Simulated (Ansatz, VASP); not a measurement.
# CdF2: VASP beside Ansatz

The input POSCAR:

```
CdF2
1.0
    0.0000000000      2.7048280000      2.7048280000
    2.7048280000      0.0000000000      2.7048280000
    2.7048280000      2.7048280000      0.0000000000
Cd F
1 2
Direct
    0.0000000000      0.0000000000      0.0000000000
    0.2500000000      0.2500000000      0.2500000000
    0.7500000000      0.7500000000      0.7500000000
```

File INCAR.step1:

```
SYSTEM = CdF2
PREC     = Accurate       ! precision mode
ENCUT    = 600            ! plane-wave cutoff, eV
ISMEAR   = -1             ! smearing method
SIGMA    = 0.0521         ! smearing width, eV
LREAL    = .False.        ! projectors in reciprocal space
LASPH    = .True.         ! aspherical terms in the spheres
NELM     = 60             ! most SCF steps
GGA      = PE             ! functional
ALGO     = Normal         ! electronic algorithm
EDIFF    = 1E-4           ! SCF threshold, eV
LWAVE    = .True.         ! write WAVECAR
LCHARG   = .False.        ! write CHGCAR
```

Contents of INCAR.step2:

```
SYSTEM = CdF2
PREC     = Accurate       ! precision mode
ENCUT    = 600            ! plane-wave cutoff, eV
EDIFF    = 1E-6           ! SCF threshold, eV
ISMEAR   = -1             ! smearing method
SIGMA    = 0.0521         ! smearing width, eV
LREAL    = .False.        ! projectors in reciprocal space
LASPH    = .True.         ! aspherical terms in the spheres
NELM     = 60             ! most SCF steps
ALGO     = Normal         ! electronic algorithm
ISIF     = 3              ! what is computed and relaxed
LWAVE    = .False.        ! write WAVECAR
LCHARG   = .False.        ! write CHGCAR
METAGGA  = R2SCAN         ! meta-GGA
LMIXTAU  = .True.       
IBRION   = 2              ! ionic algorithm
NSW      = 60             ! ionic steps
EDIFFG   = -0.01          ! ionic threshold
ISTART   = 1
```

The input KPOINTS:

```
Automatic mesh
0
Gamma
  6 6 6
  0 0 0
```

Input for Ansatz:

```yaml
crystal:
  lattice:
    - [0.0, 2.704828, 2.704828]
    - [2.704828, 0.0, 2.704828]
    - [2.704828, 2.704828, 0.0]
  atoms:
    - { symbol: Cd, position: [0.0, 0.0, 0.0] }
    - { symbol: F, position: [0.25, 0.25, 0.25] }
    - { symbol: F, position: [0.75, 0.75, 0.75] }
  symmetry: { tolerance: 0.0003 }
kpoints:
  mp_grid: { grid: [6, 6, 6], shift: [0, 0, 0] }
magnetization:
  spin_polarized: false
scf:
  occupations: { method: fermi_dirac, width: 0.0521 }
  algorithm: density_mixing
hamiltonian:
  pseudopotentials: { kind: paw }
  xc: r2scan
basis:
  ecutwfc: 500
output:
  forces: true
  stress: true
  eigenvalues: true
relax:
  max_steps: 40
  cell: {}
```

Alike in both runs: task relaxation of cell and atoms; functional r2SCAN; k mesh 6 × 6 × 6; occupations fermi-dirac, width 0.0521 eV; no spin polarisation.

|  | VASP | Ansatz |
| --- | --- | --- |
| version | VASP 6.6.1 | Ansatz 0.2.0 |
| potentials or method | VASP PAW PBE potentials, release 64 (Cd, F), cutoff 600 eV | PAW plane waves |
| valence electrons in the cell | 26 | 34 |

Ansatz gave:

* gap on the k mesh at the Fermi level, each at its own relaxed structure (eV): 3.81
* relaxed volume (Å³/atom): 13.04
* relaxed length of the cell vector where the two differ most in proportion (Å): 3.811

Problem. Which values does VASP return?

Solution. gap on the k mesh at the Fermi level, each at its own relaxed structure (eV): 3.75; relaxed volume (Å³/atom): 13.12; relaxed length of the cell vector where the two differ most in proportion (Å): 3.819.

VASP's potentials were made for PBE, not for r2SCAN. VASP's potentials hold 26 valence electrons a cell and Ansatz's 34, so a difference there can come from the potentials and not from the codes.
